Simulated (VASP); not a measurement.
# Ru (R-3m) in VASP: further runs

The runs below take Ru through single point, with PBE.

Program: VASP 6.6.1. These are calculated values, not measurements. Logs are shortened: lines on timing, memory, paths and dates and some standing lists are left out, and cuts for length are marked.

### 1 The cell of the first run

The structure is trigonal, space group R-3m (No. 166). The conventional cell has a = 2.718 Å, b = 2.718 Å, c = 6.484 Å, α = 90.00°, β = 90.00°, γ = 120.00°. Within 3.5 Å of Ru (site symmetry -3m) lie 12 Ru at 2.67 to 2.72 Å.

### 2 Single point, PBE

The input, INCAR:

```
PREC = Accurate
ENCUT = 520
EDIFF = 1E-6
ISMEAR = 0
SIGMA = 0.15
LREAL = F
LASPH = T
NELM = 80
ALGO = Fast
ISIF = 2
LWAVE = F
LCHARG = F
GGA = PE
NBANDS = 13
```

The input, KPOINTS:

```
Automatic mesh
0
Gamma
  20 20 20
```

The input, POSCAR:

```
Ru
1.0
   -0.0333389707      1.8884145540      1.8884145540
    1.8884145540     -0.0333389707      1.8884145540
    1.8884145540      1.8884145540     -0.0333389707
Ru
1
Direct
    0.0000000000      0.0000000000      0.0000000000
```

Potentials or basis: VASP PAW PBE potentials, release 64 (Ru_pv).

On the command line:

```sh
cat potpaw_PBE.64/Ru_pv/POTCAR > POTCAR
mpirun -np 1 vasp_std > vasp.out
```

OUTCAR:

```text
PREC = Accurate
   ENCUT = 520
   EDIFF = 1E-6
   ISMEAR = 0
   LREAL = F
   LASPH = T
   NELM = 80
   ISIF = 2
   GGA = PE

 ion  position               nearest neighbor table
   1  0.000  0.000  0.000-

  LATTYP: Found a trigonal (rhomboedric) cell.
 ALAT       =     2.6708295607
 COS(alpha) =     0.4822703662

  Lattice vectors:

 A1 = (  -0.0333389707,   1.8884145540,   1.8884145540)
 A2 = (   1.8884145540,  -0.0333389707,   1.8884145540)
 A3 = (   1.8884145540,   1.8884145540,  -0.0333389707)

Analysis of symmetry for initial positions (statically):
=====================================================================
 Subroutine PRICEL returns:
 Original cell was already a primitive cell.

 Routine SETGRP: Setting up the symmetry group for a
 trigonal (rhombohedral) supercell.

 Subroutine GETGRP returns: Found 12 space group operations
 (whereof 12 operations were pure point group operations)
 out of a pool of 12 trial point group operations.

The static configuration has the point symmetry D_3d.

Analysis of symmetry for dynamics (positions and initial velocities):
=====================================================================
 Subroutine PRICEL returns:
 Original cell was already a primitive cell.

 Routine SETGRP: Setting up the symmetry group for a
 trigonal (rhombohedral) supercell.

 Subroutine GETGRP returns: Found 12 space group operations
 (whereof 12 operations were pure point group operations)
 out of a pool of 12 trial point group operations.

The dynamic configuration has the point symmetry D_3d.

 Subroutine INISYM returns: Found 12 space group operations
 (whereof 12 operations are pure point group operations),
 and found     1 'primitive' translations

----------------------------------------------------------------------------------------

                                     Primitive cell

  volume of cell :      13.8252

  direct lattice vectors                    reciprocal lattice vectors
    -0.033338971  1.888414554  1.888414554    -0.257861930  0.262496163  0.262496163
     1.888414554 -0.033338971  1.888414554     0.262496163 -0.257861930  0.262496163
     1.888414554  1.888414554 -0.033338971     0.262496163  0.262496163 -0.257861930

  length of vectors
     2.670829561  2.670829561  2.670829561     0.451996954  0.451996954  0.451996954

  position of ions in fractional coordinates (direct lattice)
     0.000000000  0.000000000  0.000000000

  ion indices of the primitive-cell ions
   primitive index   ion index
                 1           1

----------------------------------------------------------------------------------------

 KPOINTS: Automatic mesh

Automatic generation of k-mesh.
 Grid dimensions read from file:
 generate k-points for:   20   20   20

 Generating k-lattice:

  Cartesian coordinates                     Fractional coordinates (reciprocal lattice)
    -0.012893097  0.013124808  0.013124808     0.050000000  0.000000000 -0.000000000
     0.013124808 -0.012893097  0.013124808     0.000000000  0.050000000 -0.000000000
     0.013124808  0.013124808 -0.012893097     0.000000000  0.000000000  0.050000000

  Length of vectors
     0.022599848  0.022599848  0.022599848

  Shift w.r.t. Gamma in fractional coordinates (k-lattice)
     0.000000000  0.000000000  0.000000000

 Subroutine IBZKPT returns following result:
 ===========================================

 Found    781 irreducible k-points:

 Following reciprocal coordinates:
            Coordinates               Weight
  0.000000  0.000000  0.000000      1.000000
  0.050000  0.000000 -0.000000      6.000000
  0.100000  0.000000 -0.000000      6.000000
  0.150000 -0.000000 -0.000000      6.000000
  0.200000  0.000000 -0.000000      6.000000
  0.250000  0.000000 -0.000000      6.000000
[... 16 lines left out ...]
 -0.400000  0.050000  0.000000     12.000000
 -0.350000  0.050000  0.000000     12.000000
 [... further k-points ...]
   k-points           NKPTS =    781   k-points in BZ     NKDIM =    781   number of bands    NBANDS=     13
   number of dos      NEDOS =    301   number of ions     NIONS =      1
   total plane-waves  NPLWV =   8000
   dimension x,y,z NGX =    20 NGY =   20 NGZ =   20
   dimension x,y,z NGXF=    40 NGYF=   40 NGZF=   40
   ions per type =               1
   NGX,Y,Z   is equivalent  to a cutoff of  12.45, 12.45, 12.45 a.u.
   NGXF,Y,Z  is equivalent  to a cutoff of  24.90, 24.90, 24.90 a.u.
 SYSTEM =  unknown system
   PREC   = accura    normal or accurate (medium, high low for compatibility)
   ISTART =      0    job   : 0-new  1-cont  2-samecut
   ICHARG =      2    charge: 1-file 2-atom 10-const
   ISPIN  =      1    spin polarized calculation?
   LNONCOLLINEAR =      F non collinear calculations
   LSORBIT =      F    spin-orbit coupling
   LASPH  =      T    aspherical Exc in radial PAW
   ENCUT  =  520.0 eV  38.22 Ry    6.18 a.u.   4.97  4.97  4.97*2*pi/ulx,y,z
   NELM   =     80;   NELMIN=  2; NELMDL= -5     # of ELM steps
   EDIFF  = 0.1E-05   stopping-criterion for ELM
   LREAL  =      F    real-space projection
   EDIFFG = 0.1E-04   stopping-criterion for IOM
   NSW    =      0    number of steps for IOM
   IBRION =     -1    ionic relax: 0-MD 1-quasi-New 2-CG
   NFREE  =      0    steps in history (QN), initial steepest desc. (CG)
   ISIF   =      2    stress and relaxation
   ISYM   =      2    0-nonsym 1-usesym 2-fastsym
   POTIM  = 0.5000    time-step for ionic-motion
   TEBEG  =    0.0;   TEEND  =   0.0 temperature during run
   PSTRESS=    0.0 pullay stress
   NELECT =      14.0000    total number of electrons
   NUPDOWN=      -1.0000    fix difference up-down
   EMIN   =  10.00;   EMAX   =-10.00  energy-range for DOS
   EFERMI =   0.00;   METHOD = LEGACY
   ISMEAR =     0;   SIGMA  =   0.15  broadening in eV -4-tet -1-fermi 0-gaus
   EFERMI_NEDOS =   21; number of points for ismear=-14 and -15
   IALGO  =     68    algorithm
   IMIX   =      4    mixing-type and parameters
     AMIX     =   0.40;   BMIX     =  1.00
     AMIX_MAG =   1.60;   BMIX_MAG =  1.00
  volume/ion in A,a.u.               =      13.83        93.30
  Fermi-wavevector in a.u.,A,eV,Ry     =   1.643968  3.106650 36.771546  2.702632
  Thomas-Fermi vector in A             =   2.734013
   LORBIT       =      0    0 simple, 1 ext, 2 COOP (PROOUT), +10 PAW based schemes
   GGA     = PE    functional components
   LHFCALC =     F    Hartree Fock is set to
   AEXX    =    0.0000 exact exchange contribution
   IVDW    =     0    specifies the selected vdW correction
   LEPSILON=     F    determine dielectric tensor
   LRPA    =     F    only Hartree local field effects (RPA)
 non-spin polarized calculation
 RMM-DIIS sequential band-by-band and
 Gauss-broadening in eV      SIGMA  =   0.15
  energy-cutoff  :      520.00
  volume of cell :       13.83
 maximum number of plane-waves:       383
   NGX =  9   NGY =  9   NGZ =  9

 number of electron      14.0000000 magnetization

 Free energy of the ion-electron system (eV)
  ---------------------------------------------------
  ext. energy  EPLUGINS =         0.00000000
  ---------------------------------------------------
  free energy    TOTEN  =        -9.11550745 eV

  energy without entropy =       -9.10094690  energy(sigma->0) =       -9.10822718

 E-fermi :  12.4385     XC(G=0): -14.0053

 val. band max:       12.4360216481   @ k =  -0.2000  -0.3500   0.1000
 cond. band min:      12.4400432712   @ k =  -0.3000   0.4500   0.0500
 fundamental gap:      0.0040216231
 Fermi energy:        12.4385406272

 k-point     1 :       0.0000    0.0000    0.0000
  band No.  band energies     occupation
      1     -30.0084      2.00000
      2     -30.0084      2.00000
      3     -29.9664      2.00000
      4       4.6308      2.00000
      5       9.7823      2.00000
      6       9.7823      2.00000
      7      10.1730      2.00000
      8      12.3129      1.76397
      9      12.3129      1.76397
     10      22.9930      0.00000
     11      27.4925      0.00000
     12      32.8837      0.00000
     13      32.8837      0.00000

 k-point     2 :       0.0500    0.0000   -0.0000
  band No.  band energies     occupation
      1     -30.0316      2.00000
      2     -30.0113      2.00000
      3     -29.9720      2.00000
      4       4.7349      2.00000
      5       9.7438      2.00000
      6       9.8204      2.00000
      7      10.2048      2.00000
      8      12.2863      1.84894
      9      12.2878      1.84474
     10      22.9930      0.00000
     11      27.6635      0.00000
     12      32.4144      0.00000
     13      33.0575      0.00000

 k-point     3 :       0.1000    0.0000   -0.0000
  band No.  band energies     occupation
      1     -30.1030      2.00000
      2     -30.0197      2.00000
      3     -29.9841      2.00000
      4       5.0356      2.00000
      5       9.6279      2.00000
      6       9.9215      2.00000
      7      10.3077      2.00000
      8      12.2247      1.95620
      9      12.2303      1.95042
     10      22.9929      0.00000
     11      28.1404      0.00000
     12      31.3021      0.00000
     13      33.5674      0.00000
[... 305 lines left out ...]
 k-point    23 :      -0.4000    0.0500    0.0000
  band No.  band energies     occupation
      1     -30.9197      2.00000
      2     -30.1391      2.00000
      3     -30.1031      2.00000
      4       6.6426      2.00000
      5       9.6601      2.00000
      6      10.1363      2.00000
      7      12.0702      1.99948
      8      13.6989      0.00000
      9      14.3764      0.00000
     10      22.9835      0.00000
     11      23.2424      0.00000
     12      27.7060      0.00000
     13      33.3732      0.00000

 k-point    24 :      -0.3500    0.0500    0.0000
  band No.  band energies     occupation
      1     -30.8264      2.00000
      2     -30.1304      2.00000
      3     -30.0866      2.00000
      4       6.7180      2.00000
      5       9.7849      2.00000
      6      10.2455      2.00000
      7      11.2263      2.00000
      8      13.2561      0.00000
      9      13.9198      0.00000
     10      22.9918      0.00000
     11      24.5020      0.00000
     12      28.2774      0.00000
     13      34.0952      0.00000

 [... further k-points ...]

------------------------ aborting loop because EDIFF is reached ----------------------------------------

  FORCE on cell =-STRESS in cart. coord.  units (eV):
  Direction    XX          YY          ZZ          XY          YZ          ZX
  --------------------------------------------------------------------------------------
  -------------------------------------------------------------------------------------
  Total        0.0310797      0.0310797      0.0310797      0.3693727      0.3693727      0.3693727
  in kB        3.6017672      3.6017672      3.6017672     42.8058717     42.8058717     42.8058717
  external PRESSURE =       3.6017672 kB  Pullay stress =       0.0000000 kB

 VOLUME and BASIS-vectors are now :
 -----------------------------------------------------------------------------
  energy-cutoff  :      520.00
  volume of cell :       13.83
      direct lattice vectors                 reciprocal lattice vectors
    -0.033338971  1.888414554  1.888414554    -0.257861930  0.262496163  0.262496163
     1.888414554 -0.033338971  1.888414554     0.262496163 -0.257861930  0.262496163
     1.888414554  1.888414554 -0.033338971     0.262496163  0.262496163 -0.257861930

 POSITION                                       TOTAL-FORCE (eV/Angst)
 -----------------------------------------------------------------------------------
      0.00000      0.00000      0.00000        -0.000000     -0.000000      0.000000
 -----------------------------------------------------------------------------------
    total drift:                                0.000000     -0.000000      0.000000

  FREE ENERGIE OF THE ION-ELECTRON SYSTEM (eV)
  ---------------------------------------------------
  free  energy   TOTEN  =        -9.1155074502 eV

  energy  without entropy=       -9.1009469027  energy(sigma->0) =       -9.10822718
```

Run time: 65 s. Hardware: 1 thread of Intel Xeon Platinum 8488C (Sapphire Rapids), shared host; peak memory 0.23 GiB.

What came out:

```yaml
Free_energy: -9.1155 eV
Pressure: 0.4 GPa
Band_gap_on_the_k_mesh: zero (band 7 reaches 14.61 eV, above the bottom of band 8 at 11.24 eV)
```

Stress tensor (GPa, compression positive):
```
0.36 4.28 4.28
4.28 0.36 4.28
4.28 4.28 0.36
```

### 3 Single point, PBE

This run uses another cell than the first one, of 14.34 Å³/atom, 1.037 times its volume.

The input, INCAR:

```
ALGO = Fast
EDIFF = 1E-6
ENCUT = 520
GGA = PE
ISIF = 2
ISMEAR = 0
LASPH = True
LCHARG = False
LREAL = False
LWAVE = False
NBANDS = 13
NELM = 60
PREC = Accurate
SIGMA = 0.15
```

The input, KPOINTS:

```
k-points
0
Gamma
  20 20 20
```

The input, POSCAR:

```
Ru
1.0
   -0.0666779414      1.8955586191      1.8955586191
    1.8955586191     -0.0666779414      1.8955586191
    1.8955586191      1.8955586191     -0.0666779414
Ru
1
Direct
    0.0000000000      0.0000000000      0.0000000000
```

Potentials or basis: VASP PAW PBE potentials, release 64 (Ru_pv).

On the command line:

```sh
cat potpaw_PBE.64/Ru_pv/POTCAR > POTCAR
mpirun -np 1 vasp_std > vasp.out
```

It took 60 s on 1 thread of Intel Xeon Platinum 8488C (Sapphire Rapids), shared host; peak memory 0.24 GiB.

It converged, with:

```
Free energy            : -9.0741 eV
Pressure               : -9.3 GPa
Band gap on the k mesh : zero (band 7 reaches 13.82 eV, above the bottom of band 8 at 10.61 eV)
```

Stress tensor (GPa, compression positive):
```
-9.26  7.45  7.45
 7.45 -9.26  7.45
 7.45  7.45 -9.26
```

Levels at points of the mesh, in eV from the Fermi level:
| k point | band 5 | band 6 | band 7 | band 8 | band 9 | band 10 |
| --- | --- | --- | --- | --- | --- | --- |
| (0.00, 0.00, 0.00) | -2.66 | -2.66 | -1.90 | -0.09 | -0.09 | 10.61 |
| (0.50, 0.00, 0.00) | -2.85 | -2.05 | 0.81 | 1.30 | 1.73 | 9.18 |
| (0.50, 0.50, 0.00) | -5.48 | 1.46 | 2.02 | 2.15 | 3.51 | 10.60 |
| (0.50, 0.50, 0.50) | -2.63 | -2.63 | 1.55 | 1.74 | 1.74 | 10.18 |
